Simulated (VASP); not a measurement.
# TiO2 (I4_1/amd) in VASP: further runs

The runs below take TiO2 through single point, with RPBE, PBE exchange alone.

All numbers are computed with VASP 6.6.1; they aren't measurements. Logs are shortened: lines on timing, memory, paths and dates and some standing lists are left out, and cuts for length are marked.

## (1) The cell of the first run

It takes space group I4_1/amd (No. 141, tetragonal). Conventional cell: a = 3.707 Å, b = 3.707 Å, c = 9.320 Å, α = 90.00°, β = 90.00°, γ = 90.00°. Ti (site symmetry -4m2) has 6 O at 1.89 to 1.94 Å within 2.5 Å. O (site symmetry 2mm) has 3 Ti at 1.89 to 1.94 Å and 2 O at 2.42 Å within 2.5 Å.

## (2) Single point, RPBE

INCAR reads:

```
SYSTEM = TiO2
PREC = Accurate
ENCUT = 520
EDIFF = 1E-6
ISMEAR = -1
SIGMA = 0.05
LREAL = .FALSE.
LASPH = .TRUE.
NELM = 60
ALGO = Normal
ISIF = 2
LWAVE = .FALSE.
LCHARG = .FALSE.
GGA = RP
NBANDS = 33
```

KPOINTS reads:

```
regular mesh
0
G
  10 10 10
  0 0 0
```

POSCAR reads:

```
TiO2
1.0
   -1.8534748763      1.8534748763      4.6601849950
    1.8534748763     -1.8534748763      4.6601849950
    1.8534748763      1.8534748763     -4.6601849950
Ti O
2 4
Direct
    0.7500000000      0.2500000000      0.5000000000
    0.0000000000      0.0000000000      0.0000000000
    0.7919000000      0.7919000000      0.0000000000
    0.5419000000      0.0419000000      0.5000000000
    0.9581000000      0.4581000000      0.5000000000
    0.2081000000      0.2081000000      0.0000000000
```

Potentials or basis: VASP PAW PBE potentials, release 64 (Ti_sv, O).

The run is started by

```
cat potpaw_PBE.64/Ti_sv/POTCAR potpaw_PBE.64/O/POTCAR > POTCAR
mpirun -np 1 vasp_std > vasp.out
```

OUTCAR:

```text
SYSTEM = TiO2
   PREC = Accurate
   ENCUT = 520
   EDIFF = 1E-6
   ISMEAR = -1
   LREAL = .FALSE.
   LASPH = .TRUE.
   NELM = 60
   ISIF = 2
   GGA = RP

 ion  position               nearest neighbor table
   1  0.750  0.250  0.500-   3 1.89   6 1.89   3 1.89   6 1.89   5 1.94   4 1.94
   2  0.000  0.000  0.000-   4 1.89   5 1.89   4 1.89   5 1.89   3 1.94   6 1.94
   3  0.792  0.792  0.000-   1 1.89   1 1.89   2 1.94
   4  0.542  0.042  0.500-   2 1.89   2 1.89   1 1.94
   5  0.958  0.458  0.500-   2 1.89   2 1.89   1 1.94
   6  0.208  0.208  0.000-   1 1.89   1 1.89   2 1.94

  LATTYP: Found a body centered tetragonal cell.
 ALAT       =     3.7069497526
 C/A-ratio  =     2.5142962846

  Lattice vectors:

 A1 = (  -1.8534748763,   1.8534748763,   4.6601849950)
 A2 = (   1.8534748763,  -1.8534748763,   4.6601849950)
 A3 = (   1.8534748763,   1.8534748763,  -4.6601849950)

Analysis of symmetry for initial positions (statically):
=====================================================================
 Subroutine PRICEL returns:
 Original cell was already a primitive cell.

 Routine SETGRP: Setting up the symmetry group for a
 body centered tetragonal supercell.

 Subroutine GETGRP returns: Found 16 space group operations
 (whereof  8 operations were pure point group operations)
 out of a pool of 16 trial point group operations.

The static configuration has the point symmetry D_2d.
 The point group associated with its full space group is D_4h.

Analysis of symmetry for dynamics (positions and initial velocities):
=====================================================================
 Subroutine PRICEL returns:
 Original cell was already a primitive cell.

 Routine SETGRP: Setting up the symmetry group for a
 body centered tetragonal supercell.

 Subroutine GETGRP returns: Found 16 space group operations
 (whereof  8 operations were pure point group operations)
 out of a pool of 16 trial point group operations.

The dynamic configuration has the point symmetry D_2d.
 The point group associated with its full space group is D_4h.

 Subroutine INISYM returns: Found 16 space group operations
 (whereof  8 operations are pure point group operations),
 and found     1 'primitive' translations

----------------------------------------------------------------------------------------

                                     Primitive cell

  volume of cell :      64.0378

  direct lattice vectors                    reciprocal lattice vectors
    -1.853474876  1.853474876  4.660184995     0.000000000  0.269763570  0.107291878
     1.853474876 -1.853474876  4.660184995     0.269763570  0.000000000  0.107291878
     1.853474876  1.853474876 -4.660184995     0.269763570  0.269763570  0.000000000

  length of vectors
     5.346780566  5.346780566  5.346780566     0.290316949  0.290316949  0.381503300

  position of ions in fractional coordinates (direct lattice)
     0.750000000  0.250000000  0.500000000
     0.000000000  0.000000000  0.000000000
     0.791900000  0.791900000  0.000000000
     0.541900000  0.041900000  0.500000000
     0.958100000  0.458100000  0.500000000
     0.208100000  0.208100000  0.000000000

  ion indices of the primitive-cell ions
   primitive index   ion index
                 1           1
                 2           2
                 3           3
                 4           4
                 5           5
                 6           6

----------------------------------------------------------------------------------------

 KPOINTS: regular mesh

Automatic generation of k-mesh.
 Grid dimensions read from file:
 generate k-points for:   10   10   10

 Generating k-lattice:

  Cartesian coordinates                     Fractional coordinates (reciprocal lattice)
     0.000000000  0.026976357  0.010729188     0.100000000  0.000000000 -0.000000000
     0.026976357  0.000000000  0.010729188     0.000000000  0.100000000 -0.000000000
     0.026976357  0.026976357  0.000000000     0.000000000  0.000000000  0.100000000

  Length of vectors
     0.029031695  0.029031695  0.038150330

  Shift w.r.t. Gamma in fractional coordinates (k-lattice)
     0.000000000  0.000000000  0.000000000

 Subroutine IBZKPT returns following result:
 ===========================================

 Found    102 irreducible k-points:

 Following reciprocal coordinates:
            Coordinates               Weight
  0.000000  0.000000  0.000000      1.000000
  0.100000  0.000000  0.000000      8.000000
  0.200000  0.000000  0.000000      8.000000
  0.300000  0.000000 -0.000000      8.000000
  0.400000  0.000000  0.000000      8.000000
  0.500000 -0.000000  0.000000      4.000000
[... 16 lines left out ...]
  0.300000  0.300000 -0.000000      8.000000
  0.400000  0.300000 -0.000000     16.000000
 [... further k-points ...]
   k-points           NKPTS =    102   k-points in BZ     NKDIM =    102   number of bands    NBANDS=     33
   number of dos      NEDOS =    301   number of ions     NIONS =      6
   total plane-waves  NPLWV =  64000
   dimension x,y,z NGX =    40 NGY =   40 NGZ =   40
   dimension x,y,z NGXF=    80 NGYF=   80 NGZF=   80
   ions per type =               2   4
   NGX,Y,Z   is equivalent  to a cutoff of  12.44, 12.44, 12.44 a.u.
   NGXF,Y,Z  is equivalent  to a cutoff of  24.87, 24.87, 24.87 a.u.
 SYSTEM =  TiO2
   PREC   = accura    normal or accurate (medium, high low for compatibility)
   ISTART =      0    job   : 0-new  1-cont  2-samecut
   ICHARG =      2    charge: 1-file 2-atom 10-const
   ISPIN  =      1    spin polarized calculation?
   LNONCOLLINEAR =      F non collinear calculations
   LSORBIT =      F    spin-orbit coupling
   LASPH  =      T    aspherical Exc in radial PAW
   ENCUT  =  520.0 eV  38.22 Ry    6.18 a.u.   9.94  9.94  9.94*2*pi/ulx,y,z
   NELM   =     60;   NELMIN=  2; NELMDL= -5     # of ELM steps
   EDIFF  = 0.1E-05   stopping-criterion for ELM
   LREAL  =      F    real-space projection
   EDIFFG = 0.1E-04   stopping-criterion for IOM
   NSW    =      0    number of steps for IOM
   IBRION =     -1    ionic relax: 0-MD 1-quasi-New 2-CG
   NFREE  =      0    steps in history (QN), initial steepest desc. (CG)
   ISIF   =      2    stress and relaxation
   ISYM   =      2    0-nonsym 1-usesym 2-fastsym
   POTIM  = 0.5000    time-step for ionic-motion
   TEBEG  =    0.0;   TEEND  =   0.0 temperature during run
   PSTRESS=    0.0 pullay stress
   NELECT =      48.0000    total number of electrons
   NUPDOWN=      -1.0000    fix difference up-down
   EMIN   =  10.00;   EMAX   =-10.00  energy-range for DOS
   EFERMI =   0.00;   METHOD = LEGACY
   ISMEAR =    -1;   SIGMA  =   0.05  broadening in eV -4-tet -1-fermi 0-gaus
   EFERMI_NEDOS =   21; number of points for ismear=-14 and -15
   IALGO  =     38    algorithm
   IMIX   =      4    mixing-type and parameters
     AMIX     =   0.40;   BMIX     =  1.00
     AMIX_MAG =   1.60;   BMIX_MAG =  1.00
  volume/ion in A,a.u.               =      10.67        72.02
  Fermi-wavevector in a.u.,A,eV,Ry     =   1.487110  2.810230 30.089227  2.211496
  Thomas-Fermi vector in A             =   2.600312
   LORBIT       =      0    0 simple, 1 ext, 2 COOP (PROOUT), +10 PAW based schemes
   GGA     = RP    functional components
   LHFCALC =     F    Hartree Fock is set to
   AEXX    =    0.0000 exact exchange contribution
   IVDW    =     0    specifies the selected vdW correction
   LEPSILON=     F    determine dielectric tensor
   LRPA    =     F    only Hartree local field effects (RPA)
 non-spin polarized calculation
  energy-cutoff  :      520.00
  volume of cell :       64.04
 maximum number of plane-waves:      1742
   NGX = 19   NGY = 19   NGZ = 19

 number of electron      48.0000003 magnetization

 Free energy of the ion-electron system (eV)
  ---------------------------------------------------
  ext. energy  EPLUGINS =         0.00000000
  ---------------------------------------------------
  free energy    TOTEN  =       -50.89848295 eV

  energy without entropy =      -50.89848295  energy(sigma->0) =      -50.89848295

 E-fermi :   5.3394     XC(G=0): -10.7594

 val. band max:        4.1125100695   @ k =  -0.4000   0.4000   0.0000
 cond. band min:       6.4106851419   @ k =   0.0000   0.0000   0.0000
 fundamental gap:      2.2981750724
 Fermi energy:         5.3393509196

 k-point     1 :       0.0000    0.0000    0.0000
  band No.  band energies     occupation
      1     -52.1574      2.00000
      2     -52.0774      2.00000
      3     -28.6509      2.00000
      4     -28.3504      2.00000
      5     -28.3504      2.00000
      6     -28.2601      2.00000
[... 25 lines left out ...]
     32       9.9594      0.00000
     33      10.0076      0.00000

 k-point     2 :       0.1000    0.0000    0.0000
  band No.  band energies     occupation
      1     -52.1556      2.00000
      2     -52.0786      2.00000
      3     -28.6476      2.00000
      4     -28.3675      2.00000
      5     -28.3516      2.00000
      6     -28.2671      2.00000
[... 25 lines left out ...]
     32      10.0359      0.00000
     33      10.2957      0.00000

 k-point     3 :       0.2000    0.0000    0.0000
  band No.  band energies     occupation
      1     -52.1507      2.00000
      2     -52.0819      2.00000
      3     -28.6393      2.00000
      4     -28.4104      2.00000
      5     -28.3545      2.00000
      6     -28.2834      2.00000
[... 25 lines left out ...]
     32      10.3619      0.00000
     33      10.7757      0.00000

 k-point     4 :       0.3000    0.0000   -0.0000
  band No.  band energies     occupation
      1     -52.1439      2.00000
      2     -52.0869      2.00000
      3     -28.6296      2.00000
      4     -28.4619      2.00000
      5     -28.3577      2.00000
      6     -28.2986      2.00000
[... 673 lines left out ...]
     32      11.1980      0.00000
     33      11.4421      0.00000

 k-point    23 :       0.3000    0.3000   -0.0000
  band No.  band energies     occupation
      1     -52.1271      2.00000
      2     -52.0995      2.00000
      3     -28.5979      2.00000
      4     -28.5274      2.00000
      5     -28.4109      2.00000
      6     -28.3514      2.00000
[... 25 lines left out ...]
     32      11.2462      0.00000
     33      12.0591      0.00000

 k-point    24 :       0.4000    0.3000   -0.0000
  band No.  band energies     occupation
      1     -52.1221      2.00000
      2     -52.1030      2.00000
      3     -28.6030      2.00000
      4     -28.5550      2.00000
      5     -28.4136      2.00000
      6     -28.3723      2.00000
[... 25 lines left out ...]
     32      11.2509      0.00000
     33      12.1501      0.00000

 [... further k-points ...]

------------------------ aborting loop because EDIFF is reached ----------------------------------------

  FORCE on cell =-STRESS in cart. coord.  units (eV):
  Direction    XX          YY          ZZ          XY          YZ          ZX
  --------------------------------------------------------------------------------------
  -------------------------------------------------------------------------------------
  Total       10.4331718     10.4331718     11.4470043      0.0000000     -0.0000000      0.0000000
  in kB      261.0299769    261.0299769    286.3952907      0.0000000     -0.0000000      0.0000000
  external PRESSURE =     269.4850815 kB  Pullay stress =       0.0000000 kB

 VOLUME and BASIS-vectors are now :
 -----------------------------------------------------------------------------
  energy-cutoff  :      520.00
  volume of cell :       64.04
      direct lattice vectors                 reciprocal lattice vectors
    -1.853474876  1.853474876  4.660184995     0.000000000  0.269763570  0.107291878
     1.853474876 -1.853474876  4.660184995     0.269763570  0.000000000  0.107291878
     1.853474876  1.853474876 -4.660184995     0.269763570  0.269763570  0.000000000

 POSITION                                       TOTAL-FORCE (eV/Angst)
 -----------------------------------------------------------------------------------
      0.00000      1.85347      2.33009        -0.000000     -0.000000      0.000000
      0.00000      0.00000      0.00000        -0.000000     -0.000000      0.000000
      0.00000      0.00000      7.38080         0.000000     -0.000000     -0.600047
      0.00000      1.85347      0.39052        -0.000000      0.000000     -0.600047
      0.00000      1.85347      4.26966        -0.000000      0.000000      0.600047
      0.00000      0.00000      1.93957         0.000000     -0.000000      0.600047
 -----------------------------------------------------------------------------------
    total drift:                                0.000000      0.000000     -0.000000

  FREE ENERGIE OF THE ION-ELECTRON SYSTEM (eV)
  ---------------------------------------------------
  free  energy   TOTEN  =       -50.8984829489 eV

  energy  without entropy=      -50.8984829489  energy(sigma->0) =      -50.89848295
```

Wall time 12 min (1 thread of Intel Xeon 8259CL, shared host); peak memory 0.35 GiB.

Results:

```yaml
Free_energy: -50.8985 eV
Pressure: 26.9 GPa
Largest_force: 0.600 eV/Å
Band_gap_on_the_k_mesh: 2.30 eV (least direct gap 2.61 eV)
```

Forces on the atoms (eV/Å):
```
Ti   0.000  0.000  0.000
Ti   0.000  0.000  0.000
O    0.000  0.000 -0.600
O    0.000  0.000 -0.600
O    0.000  0.000  0.600
O    0.000  0.000  0.600
```

Caveat: the cell stands under pressure; the PAW data sets were made with another functional, which shifts forces and pressure a little. A k mesh can miss the band edges.

## (3) Single point, PBE exchange alone

INCAR reads:

```
AGGAC = 0.0
ALDAC = 0.0
ALGO = Normal
EDIFF = 1E-7
ENCUT = 520
GGA = PE
ISIF = 2
ISMEAR = -1
LASPH = True
LCHARG = True
LELF = True
LREAL = False
LVHAR = True
LWAVE = False
NBANDS = 33
NELM = 100
PREC = Accurate
SIGMA = 0.05
```

KPOINTS reads:

```
k-points
0
Gamma
  10 10 10
```

POSCAR is that of step 2.

Potentials or basis: VASP PAW PBE potentials, release 64 (Ti_sv, O).

The run is started by

```
cat potpaw_PBE.64/Ti_sv/POTCAR potpaw_PBE.64/O/POTCAR > POTCAR
mpirun -np 1 vasp_std > vasp.out
```

It took 12 min on 1 thread of Intel Xeon 8259CL, shared host; peak memory 0.35 GiB.

It converged, with:

* Free energy: -46.0839 eV
* Pressure: 41.6 GPa
* Largest force: 0.898 eV/Å
* Band gap on the k mesh: 2.31 eV (least direct gap 2.62 eV)

Forces in eV/Å, atoms in the order of the input:
```
Ti   0.000  0.000  0.000
Ti   0.000  0.000  0.000
O    0.000  0.000 -0.898
O    0.000  0.000 -0.898
O    0.000  0.000  0.898
O    0.000  0.000  0.898
```

Stress tensor (GPa, compression positive):
```
40.34  0.00  0.00
 0.00 40.34  0.00
 0.00  0.00 44.01
```

Levels at points of the mesh, in eV from the valence-band top:
```tsv
k point	band 20	band 21	band 22	band 23	band 24	band 25	band 26	band 27	band 28	band 29
(0.00, 0.00, 0.00)	-0.76	-0.67	-0.67	-0.52	-0.52	2.31	3.12	4.37	4.37	4.37
(0.50, 0.00, 0.00)	-2.09	-2.04	-1.05	-0.71	-0.62	3.53	3.89	3.90	4.01	4.67
(0.50, 0.50, 0.00)	-2.77	-2.14	-2.14	-0.02	-0.02	3.67	3.67	4.18	4.18	5.32
(0.50, 0.50, 0.50)	-1.36	-1.24	-1.24	-0.08	-0.08	2.70	2.70	4.13	4.13	4.62
```

Caveat: the cell stands under pressure.
